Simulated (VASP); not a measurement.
# V (Im-3m) in VASP: notebook

Aim: see how the results for V move with the level of theory and the settings. Levels: r2SCAN, PBE. Tasks: single point.

Everything below comes from runs of VASP 6.6.1. Logs are shortened: lines on timing, memory, paths and dates and some standing lists are left out, and cuts for length are marked.

## 1. The cell of the first run

The structure is cubic, space group Im-3m (No. 229). The conventional cell has a = 2.982 Å, b = 2.982 Å, c = 2.982 Å, α = 90.00°, β = 90.00°, γ = 90.00°. Within 3.4 Å of V (site symmetry m-3m) lie 14 V at 2.58 to 2.98 Å.

## 2. Single point, r2SCAN, collinear spin

Input file POSCAR:

```
V
1.0
   -1.4910375831      1.4910375831      1.4910375831
    1.4910375831     -1.4910375831      1.4910375831
    1.4910375831      1.4910375831     -1.4910375831
V
1
Direct
    0.0000000000      0.0000000000      0.0000000000
```

Input file INCAR.step1:

```
PREC = Accurate
ENCUT = 520
ISMEAR = 0
SIGMA = 0.05
LREAL = F
LASPH = T
NELM = 150
ISPIN = 2
MAGMOM = 0.05
LMAXMIX = 4
NBANDS = 16
GGA = PE
ALGO = Normal
EDIFF = 1E-4
LWAVE = T
LCHARG = F
```

Input file INCAR.step2:

```
PREC = Accurate
ENCUT = 520
EDIFF = 1E-6
ISMEAR = 0
SIGMA = 0.05
LREAL = F
LASPH = T
NELM = 150
ALGO = Normal
ISIF = 2
LWAVE = F
LCHARG = F
ISPIN = 2
MAGMOM = 0.05
LORBIT = 11
LMAXMIX = 4
METAGGA = R2SCAN
LMIXTAU = T
NBANDS = 16
ISTART = 1
```

Input file KPOINTS:

```
Automatic mesh
0
Gamma
  20 20 20
```

Potentials or basis: VASP PAW PBE potentials, release 64 (V_sv).

Launch:

```bash
cat potpaw_PBE.64/V_sv/POTCAR > POTCAR
cp INCAR.step1 INCAR
mpirun -np 1 vasp_std > vasp.out
cp INCAR.step2 INCAR
mpirun -np 1 vasp_std > vasp.out
```

OUTCAR:

```text
PREC = Accurate
   ENCUT = 520
   EDIFF = 1E-6
   ISMEAR = 0
   LREAL = F
   LASPH = T
   NELM = 150
   ISIF = 2
   ISPIN = 2
   LORBIT = 11
   METAGGA = R2SCAN
   ISTART = 1

 ion  position               nearest neighbor table
   1  0.000  0.000  0.000-

  LATTYP: Found a body centered cubic cell.
 ALAT       =     2.9820751662

  Lattice vectors:

 A1 = (  -1.4910375831,   1.4910375831,   1.4910375831)
 A2 = (   1.4910375831,  -1.4910375831,   1.4910375831)
 A3 = (   1.4910375831,   1.4910375831,  -1.4910375831)

Analysis of symmetry for initial positions (statically):
=====================================================================
 Subroutine PRICEL returns:
 Original cell was already a primitive cell.

 Routine SETGRP: Setting up the symmetry group for a
 body centered cubic supercell.

 Subroutine GETGRP returns: Found 48 space group operations
 (whereof 48 operations were pure point group operations)
 out of a pool of 48 trial point group operations.

The static configuration has the point symmetry O_h .

Analysis of symmetry for dynamics (positions and initial velocities):
=====================================================================
 Subroutine PRICEL returns:
 Original cell was already a primitive cell.

 Routine SETGRP: Setting up the symmetry group for a
 body centered cubic supercell.

 Subroutine GETGRP returns: Found 48 space group operations
 (whereof 48 operations were pure point group operations)
 out of a pool of 48 trial point group operations.

The dynamic configuration has the point symmetry O_h .

Analysis of structural, dynamic, and magnetic symmetry:
=====================================================================
 Subroutine PRICEL returns:
 Original cell was already a primitive cell.

 Routine SETGRP: Setting up the symmetry group for a
 body centered cubic supercell.

 Subroutine GETGRP returns: Found 48 space group operations
 (whereof 48 operations were pure point group operations)
 out of a pool of 48 trial point group operations.

The overall configuration has the point symmetry O_h .

 Subroutine INISYM returns: Found 48 space group operations
 (whereof 48 operations are pure point group operations),
 and found     1 'primitive' translations

----------------------------------------------------------------------------------------

                                     Primitive cell

  volume of cell :      13.2595

  direct lattice vectors                    reciprocal lattice vectors
    -1.491037583  1.491037583  1.491037583     0.000000000  0.335336953  0.335336953
     1.491037583 -1.491037583  1.491037583     0.335336953  0.000000000  0.335336953
     1.491037583  1.491037583 -1.491037583     0.335336953  0.335336953  0.000000000

  length of vectors
     2.582552850  2.582552850  2.582552850     0.474238067  0.474238067  0.474238067

  position of ions in fractional coordinates (direct lattice)
     0.000000000  0.000000000  0.000000000

  ion indices of the primitive-cell ions
   primitive index   ion index
                 1           1

----------------------------------------------------------------------------------------

 KPOINTS: Automatic mesh

Automatic generation of k-mesh.
 Grid dimensions read from file:
 generate k-points for:   20   20   20

 Generating k-lattice:

  Cartesian coordinates                     Fractional coordinates (reciprocal lattice)
     0.000000000  0.016766848  0.016766848     0.050000000  0.000000000  0.000000000
     0.016766848  0.000000000  0.016766848     0.000000000  0.050000000  0.000000000
     0.016766848  0.016766848  0.000000000     0.000000000  0.000000000  0.050000000

  Length of vectors
     0.023711903  0.023711903  0.023711903

  Shift w.r.t. Gamma in fractional coordinates (k-lattice)
     0.000000000  0.000000000  0.000000000

 Subroutine IBZKPT returns following result:
 ===========================================

 Found    256 irreducible k-points:

 Following reciprocal coordinates:
            Coordinates               Weight
  0.000000  0.000000  0.000000      1.000000
  0.050000  0.000000  0.000000     12.000000
  0.100000  0.000000  0.000000     12.000000
  0.150000  0.000000  0.000000     12.000000
  0.200000  0.000000  0.000000     12.000000
  0.250000  0.000000  0.000000     12.000000
[... 16 lines left out ...]
  0.200000  0.100000 -0.000000     48.000000
  0.250000  0.100000  0.000000     48.000000
 [... further k-points ...]
   k-points           NKPTS =    256   k-points in BZ     NKDIM =    256   number of bands    NBANDS=     16
   number of dos      NEDOS =    301   number of ions     NIONS =      1
   total plane-waves  NPLWV =   8000
   dimension x,y,z NGX =    20 NGY =   20 NGZ =   20
   dimension x,y,z NGXF=    40 NGYF=   40 NGZF=   40
   ions per type =               1
   NGX,Y,Z   is equivalent  to a cutoff of  12.87, 12.87, 12.87 a.u.
   NGXF,Y,Z  is equivalent  to a cutoff of  25.75, 25.75, 25.75 a.u.
 SYSTEM =  unknown system
   PREC   = accura    normal or accurate (medium, high low for compatibility)
   ISTART =      1    job   : 0-new  1-cont  2-samecut
   ICHARG =      0    charge: 1-file 2-atom 10-const
   ISPIN  =      2    spin polarized calculation?
   LNONCOLLINEAR =      F non collinear calculations
   LSORBIT =      F    spin-orbit coupling
   LASPH  =      T    aspherical Exc in radial PAW
   ENCUT  =  520.0 eV  38.22 Ry    6.18 a.u.   4.80  4.80  4.80*2*pi/ulx,y,z
   NELM   =    150;   NELMIN=  2; NELMDL=  0     # of ELM steps
   EDIFF  = 0.1E-05   stopping-criterion for ELM
   LREAL  =      F    real-space projection
   EDIFFG = 0.1E-04   stopping-criterion for IOM
   NSW    =      0    number of steps for IOM
   IBRION =     -1    ionic relax: 0-MD 1-quasi-New 2-CG
   NFREE  =      0    steps in history (QN), initial steepest desc. (CG)
   ISIF   =      2    stress and relaxation
   ISYM   =      2    0-nonsym 1-usesym 2-fastsym
   POTIM  = 0.5000    time-step for ionic-motion
   TEBEG  =    0.0;   TEEND  =   0.0 temperature during run
   PSTRESS=    0.0 pullay stress
   NELECT =      13.0000    total number of electrons
   NUPDOWN=      -1.0000    fix difference up-down
   EMIN   =  10.00;   EMAX   =-10.00  energy-range for DOS
   EFERMI =   0.00;   METHOD = LEGACY
   ISMEAR =     0;   SIGMA  =   0.05  broadening in eV -4-tet -1-fermi 0-gaus
   EFERMI_NEDOS =   21; number of points for ismear=-14 and -15
   IALGO  =     38    algorithm
   IMIX   =      4    mixing-type and parameters
     AMIX     =   0.40;   BMIX     =  1.00
     AMIX_MAG =   1.60;   BMIX_MAG =  1.00
  volume/ion in A,a.u.               =      13.26        89.48
  Fermi-wavevector in a.u.,A,eV,Ry     =   1.626350  3.073356 35.987607  2.645014
  Thomas-Fermi vector in A             =   2.719324
   LORBIT       =     11    0 simple, 1 ext, 2 COOP (PROOUT), +10 PAW based schemes
   METAGGA = R2SCAN    functional components
   LHFCALC =     F    Hartree Fock is set to
   AEXX    =    0.0000 exact exchange contribution
   IVDW    =     0    specifies the selected vdW correction
   LEPSILON=     F    determine dielectric tensor
   LRPA    =     F    only Hartree local field effects (RPA)
 spin polarized calculation
 Gauss-broadening in eV      SIGMA  =   0.05
  energy-cutoff  :      520.00
  volume of cell :       13.26
 maximum number of plane-waves:       370
   NGX =  9   NGY =  9   NGZ =  9

 number of electron      12.9999992 magnetization       0.0010535

 Free energy of the ion-electron system (eV)
  ---------------------------------------------------
  ext. energy  EPLUGINS =         0.00000000
  ---------------------------------------------------
  free energy    TOTEN  =       -14.13037982 eV

  energy without entropy =      -14.12816142  energy(sigma->0) =      -14.12927062

 E-fermi :   9.8554     XC(G=0): -14.1625

 val. band max:        9.8551886397   @ k =  -0.4000   0.4000   0.1000
 cond. band min:       9.8606526492   @ k =  -0.3500   0.4000   0.1500
 fundamental gap:      0.0054640095
 Fermi energy:         9.8553820479

 spin component 1

 k-point     1 :       0.0000    0.0000    0.0000
  band No.  band energies     occupation
      1     -56.4420      1.00000
      2     -28.5660      1.00000
      3     -28.5660      1.00000
      4     -28.5660      1.00000
      5       2.7654      1.00000
      6      10.3459      0.00000
[... 8 lines left out ...]
     15      38.8327      0.00000
     16      43.3877      0.00000

 k-point     2 :       0.0500    0.0000    0.0000
  band No.  band energies     occupation
      1     -56.4367      1.00000
      2     -28.5913      1.00000
      3     -28.5736      1.00000
      4     -28.5662      1.00000
      5       2.8732      1.00000
      6      10.2988      0.00000
[... 8 lines left out ...]
     15      39.0575      0.00000
     16      42.2072      0.00000
[... 387 lines left out ...]
      5       5.3163      1.00000
      6       9.4374      1.00000
[... 8 lines left out ...]
     15      38.1766      0.00000
     16      40.0905      0.00000

 k-point    24 :       0.2500    0.1000    0.0000
  band No.  band energies     occupation
      1     -56.2898      1.00000
      2     -29.2304      1.00000
      3     -28.7769      1.00000
      4     -28.6040      1.00000
      5       5.9793      1.00000
      6       9.1908      1.00000
[... 8 lines left out ...]
     15      38.7591      0.00000
     16      39.9170      0.00000

 [... further k-points ...]

 spin component 2

 k-point     1 :       0.0000    0.0000    0.0000
  band No.  band energies     occupation
      1     -56.4410      1.00000
      2     -28.5649      1.00000
      3     -28.5649      1.00000
      4     -28.5649      1.00000
      5       2.7660      1.00000
      6      10.3475      0.00000
[... 8 lines left out ...]
     15      38.8329      0.00000
     16      43.3891      0.00000

 k-point     2 :       0.0500    0.0000    0.0000
  band No.  band energies     occupation
      1     -56.4356      1.00000
      2     -28.5902      1.00000
      3     -28.5725      1.00000
      4     -28.5651      1.00000
      5       2.8738      1.00000
      6      10.3004      0.00000
[... 8 lines left out ...]
     15      39.0577      0.00000
     16      42.2084      0.00000
[... 387 lines left out ...]
      5       5.3170      1.00000
      6       9.4389      1.00000
[... 8 lines left out ...]
     15      38.1772      0.00000
     16      40.0915      0.00000

 k-point    24 :       0.2500    0.1000    0.0000
  band No.  band energies     occupation
      1     -56.2887      1.00000
      2     -29.2293      1.00000
      3     -28.7758      1.00000
      4     -28.6030      1.00000
      5       5.9800      1.00000
      6       9.1922      1.00000
[... 8 lines left out ...]
     15      38.7598      0.00000
     16      39.9179      0.00000

 [... further k-points ...]

------------------------ aborting loop because EDIFF is reached ----------------------------------------

  FORCE on cell =-STRESS in cart. coord.  units (eV):
  Direction    XX          YY          ZZ          XY          YZ          ZX
  --------------------------------------------------------------------------------------
  -------------------------------------------------------------------------------------
  Total        0.0599249      0.0599249      0.0599249      0.0000000     -0.0000000      0.0000000
  in kB        7.2408916      7.2408916      7.2408916      0.0000000     -0.0000000      0.0000000
  external PRESSURE =       7.2408916 kB  Pullay stress =       0.0000000 kB

 VOLUME and BASIS-vectors are now :
 -----------------------------------------------------------------------------
  energy-cutoff  :      520.00
  volume of cell :       13.26
      direct lattice vectors                 reciprocal lattice vectors
    -1.491037583  1.491037583  1.491037583     0.000000000  0.335336953  0.335336953
     1.491037583 -1.491037583  1.491037583     0.335336953  0.000000000  0.335336953
     1.491037583  1.491037583 -1.491037583     0.335336953  0.335336953  0.000000000

 POSITION                                       TOTAL-FORCE (eV/Angst)
 -----------------------------------------------------------------------------------
      0.00000      0.00000      0.00000        -0.000000     -0.000000      0.000000
 -----------------------------------------------------------------------------------
    total drift:                                0.000000     -0.000000      0.000000

  FREE ENERGIE OF THE ION-ELECTRON SYSTEM (eV)
  ---------------------------------------------------
  free  energy   TOTEN  =       -14.1303798242 eV

  energy  without entropy=      -14.1281614244  energy(sigma->0) =      -14.12927062

 total charge

# of ion       s       p       d       tot
------------------------------------------
    1        2.343   6.242   3.063  11.648

 magnetization (x)

# of ion       s       p       d       tot
------------------------------------------
    1        0.000   0.000   0.001   0.001
```

It took 3.8 min on 1 thread of Intel Xeon Platinum 8488C (Sapphire Rapids), shared host; peak memory 0.2 GiB.

What came out:

| Quantity | Value |
| --- | --- |
| Free energy | -14.1304 eV |
| Pressure | 0.7 GPa |
| Net moment | 0.00 μB per cell |
| Valence electrons inside the program's atomic spheres | V 11.65 |

Caveat: the PAW data sets were made with another functional, which shifts forces and pressure a little.

## 3. Single point, PBE, collinear spin, ferromagnetic start

This run uses another cell than the first one, of 13.77 Å³/atom.

Input file INCAR:

```
PREC = Accurate
ENCUT = 520
EDIFF = 1E-6
ISMEAR = 0
SIGMA = 0.05
LREAL = F
LASPH = T
NELM = 150
ALGO = Fast
ISIF = 2
LWAVE = F
LCHARG = F
ISPIN = 2
MAGMOM = 1
LORBIT = 11
LMAXMIX = 4
GGA = PE
NBANDS = 16
```

Input file KPOINTS:

```
Automatic mesh
0
Gamma
  10 10 10
```

Input file POSCAR:

```
V
1.0
   -1.5100000000      1.5100000000      1.5100000000
    1.5100000000     -1.5100000000      1.5100000000
    1.5100000000      1.5100000000     -1.5100000000
V
1
Direct
    0.0000000000      0.0000000000      0.0000000000
```

Potentials or basis: VASP PAW PBE potentials, release 64 (V_sv).

Launch:

```bash
cat potpaw_PBE.64/V_sv/POTCAR > POTCAR
mpirun -np 1 vasp_std > vasp.out
```

Run time: 39 s. Hardware: 1 thread of AMD EPYC 7R13, shared host; peak memory 0.11 GiB.

The run converged. Its results:

| Quantity | Value |
| --- | --- |
| Free energy | -8.9905 eV |
| Pressure | -2.9 GPa |
| Net moment | 0.00 μB per cell |
| Valence electrons inside the program's atomic spheres | V 11.60 |

Levels at points of the mesh, in eV from the Fermi level:
Spin up:
```csv
k point,band 2,band 3,band 4,band 5,band 6,band 7,band 8,band 9,band 10,band 11
"(0.00, 0.00, 0.00)",-37.13,-37.13,-37.13,-6.53,0.38,0.38,0.38,2.33,2.33,20.33
"(0.50, 0.00, 0.00)",-37.96,-37.39,-37.13,-3.11,-1.11,1.57,2.32,2.67,3.95,9.87
"(0.50, 0.50, 0.50)",-37.70,-37.70,-37.70,-2.90,-2.90,3.57,3.57,3.57,10.00,10.00
```
Spin down:
```csv
k point,band 4,band 5,band 6,band 7,band 8,band 9
"(0.00, 0.00, 0.00)",-37.13,-6.53,0.38,0.38,0.38,2.33
"(0.50, 0.00, 0.00)",-37.13,-3.11,-1.11,1.57,2.32,2.67
"(0.50, 0.50, 0.50)",-37.70,-2.90,-2.90,3.58,3.58,3.58
```

## 4. Single point, r2SCAN, collinear spin

Input file POSCAR:

```
V
1.0
   -1.4910375880      1.4910375880      1.4910375880
    1.4910375880     -1.4910375880      1.4910375880
    1.4910375880      1.4910375880     -1.4910375880
V
1
Direct
    0.0000000000      0.0000000000      0.0000000000
```

INCAR.step1 is that of step 2.

INCAR.step2 is that of step 2.

Input file KPOINTS:

```
Automatic mesh
0
Gamma
  20 20 20
```

Launch:

```bash
cat potpaw_PBE.64/V_sv/POTCAR > POTCAR
cp INCAR.step1 INCAR
mpirun -np 1 vasp_std > vasp.out
cp INCAR.step2 INCAR
mpirun -np 1 vasp_std > vasp.out
```

Wall time 12 min (1 thread of AMD EPYC 7R13, shared host); peak memory 0.17 GiB.

The run converged. Its results:

```yaml
Free_energy: -14.1304 eV
Pressure: 0.7 GPa
Net_moment: 0.00 μB per cell
Valence_electrons_inside_the_program's_atomic_spheres: V 11.65
```

Levels at points of the mesh, in eV from the Fermi level:
Spin up:
| k point | band 3 | band 4 | band 5 | band 6 | band 7 | band 8 | band 9 | band 10 | band 11 | band 12 |
| --- | --- | --- | --- | --- | --- | --- | --- | --- | --- | --- |
| (0.00, 0.00, 0.00) | -38.42 | -38.42 | -7.09 | 0.49 | 0.49 | 0.49 | 2.71 | 2.71 | 21.37 | 21.37 |
| (0.50, 0.00, 0.00) | -38.72 | -38.43 | -3.39 | -1.17 | 1.57 | 2.69 | 3.10 | 4.38 | 10.81 | 16.62 |
| (0.50, 0.50, 0.50) | -39.09 | -39.09 | -3.18 | -3.18 | 3.96 | 3.97 | 3.97 | 10.80 | 10.80 | 10.80 |
Spin down:
```
           k point  band 3  band 4  band 5  band 6  band 7  band 8  band 9  band 10  band 11  band 12
(0.00, 0.00, 0.00)  -38.42  -38.42   -7.09    0.49    0.49    0.49    2.71     2.71    21.37    21.37
(0.50, 0.00, 0.00)  -38.72  -38.43   -3.39   -1.17    1.58    2.69    3.10     4.38    10.81    16.62
(0.50, 0.50, 0.50)  -39.09  -39.09   -3.18   -3.18    3.97    3.97    3.97    10.80    10.80    10.80
```

Caveat: the PAW data sets were made with another functional, which shifts forces and pressure a little.
